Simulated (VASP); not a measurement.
# Ni (Im-3m) in VASP: further runs, part 2 of 3

VASP 6.6.1.

## 4. Single point, revPBE

This run uses another cell than the first one: it holds 1 atom, not 2.

The input, INCAR:

```
SYSTEM = Ni
PREC     = Accurate       ! precision mode
ENCUT    = 520            ! plane-wave cutoff, eV
EDIFF    = 1E-6           ! SCF threshold, eV
ISMEAR   = -1             ! smearing method
SIGMA    = 0.1            ! smearing width, eV
LREAL    = .False.        ! projectors in reciprocal space
LASPH    = .True.         ! aspherical terms in the spheres
NELM     = 100            ! most SCF steps
ALGO     = Normal         ! electronic algorithm
ISIF     = 2              ! what is computed and relaxed
LWAVE    = .False.        ! write WAVECAR
LCHARG   = .False.        ! write CHGCAR
GGA      = RE             ! functional
NBANDS   = 11             ! bands
```

The input, KPOINTS:

```
Automatic mesh
0
Gamma
  16 16 16
  0 0 0
```

The input, POSCAR:

```
Ni
1.0
   -1.4075377952      1.4075377952      1.4075377952
    1.4075377952     -1.4075377952      1.4075377952
    1.4075377952      1.4075377952     -1.4075377952
Ni
1
Direct
    0.0000000000      0.0000000000      0.0000000000
```

Potentials or basis: VASP PAW PBE potentials, release 64 (Ni).

On the command line:

```sh
$ cat potpaw_PBE.64/Ni/POTCAR > POTCAR
$ mpirun -np 1 vasp_std > vasp.out
```

OUTCAR:

```text
SYSTEM = Ni
   PREC = Accurate
   ENCUT = 520
   EDIFF = 1E-6
   ISMEAR = -1
   LREAL = .False.
   LASPH = .True.
   NELM = 100
   ISIF = 2
   GGA = RE

 ion  position               nearest neighbor table
   1  0.000  0.000  0.000-

  LATTYP: Found a body centered cubic cell.
 ALAT       =     2.8150755904

  Lattice vectors:

 A1 = (  -1.4075377952,   1.4075377952,   1.4075377952)
 A2 = (   1.4075377952,  -1.4075377952,   1.4075377952)
 A3 = (   1.4075377952,   1.4075377952,  -1.4075377952)

Analysis of symmetry for initial positions (statically):
=====================================================================
 Subroutine PRICEL returns:
 Original cell was already a primitive cell.

 Routine SETGRP: Setting up the symmetry group for a
 body centered cubic supercell.

 Subroutine GETGRP returns: Found 48 space group operations
 (whereof 48 operations were pure point group operations)
 out of a pool of 48 trial point group operations.

The static configuration has the point symmetry O_h .

Analysis of symmetry for dynamics (positions and initial velocities):
=====================================================================
 Subroutine PRICEL returns:
 Original cell was already a primitive cell.

 Routine SETGRP: Setting up the symmetry group for a
 body centered cubic supercell.

 Subroutine GETGRP returns: Found 48 space group operations
 (whereof 48 operations were pure point group operations)
 out of a pool of 48 trial point group operations.

The dynamic configuration has the point symmetry O_h .

 Subroutine INISYM returns: Found 48 space group operations
 (whereof 48 operations are pure point group operations),
 and found     1 'primitive' translations

[... 107 lines left out ...]
   ISMEAR =    -1;   SIGMA  =   0.10  broadening in eV -4-tet -1-fermi 0-gaus
   EFERMI_NEDOS =   21; number of points for ismear=-14 and -15
   IALGO  =     38    algorithm
   IMIX   =      4    mixing-type and parameters
     AMIX     =   0.40;   BMIX     =  1.00
     AMIX_MAG =   1.60;   BMIX_MAG =  1.00
  volume/ion in A,a.u.               =      11.15        75.27
  Fermi-wavevector in a.u.,A,eV,Ry     =   1.578561  2.983048 33.903754  2.491856
  Thomas-Fermi vector in A             =   2.679073
   LORBIT       =      0    0 simple, 1 ext, 2 COOP (PROOUT), +10 PAW based schemes
   GGA     = RE    functional components
   LHFCALC =     F    Hartree Fock is set to
   AEXX    =    0.0000 exact exchange contribution
   IVDW    =     0    specifies the selected vdW correction
   LEPSILON=     F    determine dielectric tensor
   LRPA    =     F    only Hartree local field effects (RPA)
 non-spin polarized calculation
  energy-cutoff  :      520.00
  volume of cell :       11.15
 maximum number of plane-waves:       321
   NGX =  9   NGY =  9   NGZ =  9

 number of electron      10.0000000 magnetization

 number of electron       9.9999983 magnetization

 Free energy of the ion-electron system (eV)
  ---------------------------------------------------
  ext. energy  EPLUGINS =         0.00000000
  ---------------------------------------------------
  free energy    TOTEN  =        -4.98406042 eV

  energy without entropy =       -4.91120486  energy(sigma->0) =       -4.94763264

 E-fermi :   8.9448     XC(G=0): -13.0141

 val. band max:        8.9430273982   @ k =  -0.3750   0.4375   0.1875
 cond. band min:       8.9524188089   @ k =  -0.4375  -0.4375   0.2500
 fundamental gap:      0.0093914107
 Fermi energy:         8.9448375028

 k-point     1 :       0.0000    0.0000    0.0000
  band No.  band energies     occupation
      1       0.2912      2.00000
      2       7.1161      2.00000
      3       7.1161      2.00000
      4       7.1161      2.00000
      5       8.3866      1.99250
      6       8.3866      1.99250
      7      35.1216      0.00000
      8      35.1216      0.00000
      9      35.1216      0.00000
     10      39.8744      0.00000
     11      39.8744      0.00000
[... 309 lines left out ...]
 k-point    24 :       0.2500    0.1875   -0.0000
  band No.  band energies     occupation
      1       4.7690      2.00000
      2       6.3783      2.00000
      3       6.6820      2.00000
      4       8.1802      1.99904
      5       8.5929      1.94247
      6       9.8237      0.00030
      7      20.6947      0.00000
      8      22.8382      0.00000
      9      29.0696      0.00000
     10      35.4991      0.00000
     11      39.1370      0.00000

 [... further k-points ...]
[... 5 lines left out ...]
  --------------------------------------------------------------------------------------
  -------------------------------------------------------------------------------------
  Total        0.0095257      0.0095257      0.0095257     -0.0000000      0.0000000     -0.0000000
  in kB        1.3682526      1.3682526      1.3682526     -0.0000000      0.0000000     -0.0000000
  external PRESSURE =       1.3682526 kB  Pullay stress =       0.0000000 kB

 VOLUME and BASIS-vectors are now :
 -----------------------------------------------------------------------------
  energy-cutoff  :      520.00
  volume of cell :       11.15
      direct lattice vectors                 reciprocal lattice vectors
    -1.407537795  1.407537795  1.407537795     0.000000000  0.355230248  0.355230248
     1.407537795 -1.407537795  1.407537795     0.355230248  0.000000000  0.355230248
     1.407537795  1.407537795 -1.407537795     0.355230248  0.355230248  0.000000000

 POSITION                                       TOTAL-FORCE (eV/Angst)
 -----------------------------------------------------------------------------------
      0.00000      0.00000      0.00000        -0.000000      0.000000      0.000000
 -----------------------------------------------------------------------------------
    total drift:                                0.000000      0.000000      0.000000

  FREE ENERGIE OF THE ION-ELECTRON SYSTEM (eV)
  ---------------------------------------------------
  free  energy   TOTEN  =        -4.9840604161 eV

  energy  without entropy=       -4.9112048644  energy(sigma->0) =       -4.94763264
```

stdout:

```text
POSCAR found type information on POSCAR Ni
 POSCAR found :  1 types and       1 ions
 scaLAPACK will be used
 -----------------------------------------------------------------------------
|                                                                             |
|                                                                             |
|     You enforced a specific xc type in the INCAR file but a different       |
|     I HOPE YOU KNOW WHAT YOU ARE DOING!                                     |
|                                                                             |
 -----------------------------------------------------------------------------

 LDA part: xc-table for (Slater+PW92), standard interpolation
 POSCAR, INCAR and KPOINTS ok, starting setup
 FFT: planning ... GRIDC
 FFT: planning ... GRID_SOFT
 FFT: planning ... GRID
 WAVECAR not read
 entering main loop
```

Run time: 14 s. Hardware: 1 thread of Intel Xeon 8259CL, shared host; peak memory 0.13 GiB.

Results:

```
Free energy            : -4.9841 eV
Pressure               : 0.1 GPa
Band gap on the k mesh : zero (band 5 reaches 9.30 eV, above the bottom of band 6 at 8.33 eV)
```

Levels at points of the mesh, in eV from the Fermi level:
```
           k point  band 3  band 4  band 5  band 6  band 7  band 8
(0.00, 0.00, 0.00)   -1.83   -1.83   -0.56   -0.56   26.18   26.18
(0.50, 0.00, 0.00)   -0.60   -0.41    0.36    0.37    6.54   18.91
(0.50, 0.50, 0.50)    0.15    0.15    0.15    9.73    9.73    9.73
```

Caveat: the PAW data sets were made with another functional, which shifts forces and pressure a little; the run has no spin polarisation, though such a crystal can be magnetic. Spin polarisation is off, so any magnetic state and its effect on volume and gap are missing.

## 5. Single point, revPBE (volume scaled by 0.88)

The input, INCAR:

```
SYSTEM = Ni
  PREC = Accurate
  ENCUT = 520
  EDIFF = 1E-7
  ISMEAR = -1
  SIGMA = 0.1
  LREAL = .FALSE.
  LASPH = .TRUE.
  NELM = 80
  ALGO = Normal
  ISIF = 2
  LWAVE = .FALSE.
  LCHARG = .FALSE.
  GGA = RE
  NBANDS = 11
```

The input, KPOINTS:

```
regular mesh
0
G
  18 18 18
  0 0 0
```

The input, POSCAR:

```
Ni
1.0
   -1.3488209083      1.3488209083      1.3488209083
    1.3488209083     -1.3488209083      1.3488209083
    1.3488209083      1.3488209083     -1.3488209083
Ni
1
Direct
    0.0000000000      0.0000000000      0.0000000000
```

On the command line:

```sh
$ cat potpaw_PBE.64/Ni/POTCAR > POTCAR
$ mpirun -np 1 vasp_std > vasp.out
```

Wall time 23 s (1 thread of Intel Xeon 8259CL, shared host); peak memory 0.14 GiB.

The run converged. Its results:

- Free energy: -4.8690 eV
- Pressure: 31.4 GPa
- Band gap on the k mesh: zero (band 5 reaches 11.28 eV, above the bottom of band 6 at 10.09 eV)

Levels at points of the mesh, in eV from the Fermi level:
```
           k point  band 2  band 3  band 4  band 5  band 6  band 7  band 8  band 9
(0.00, 0.00, 0.00)   -2.20   -2.20   -2.20   -0.67   -0.67   27.50   27.50   27.50
(0.50, 0.00, 0.00)   -3.30   -0.71   -0.48    0.17    0.46    7.54   20.05   21.78
(0.50, 0.50, 0.50)   -4.62    0.19    0.19    0.19   10.53   10.53   10.53   16.79
```

Caveat: the PAW data sets were made with another functional, which shifts forces and pressure a little; the run has no spin polarisation, though such a crystal can be magnetic. Spin polarisation is off, so any magnetic state and its effect on volume and gap are missing.

(Continued in part 3 of 3.)
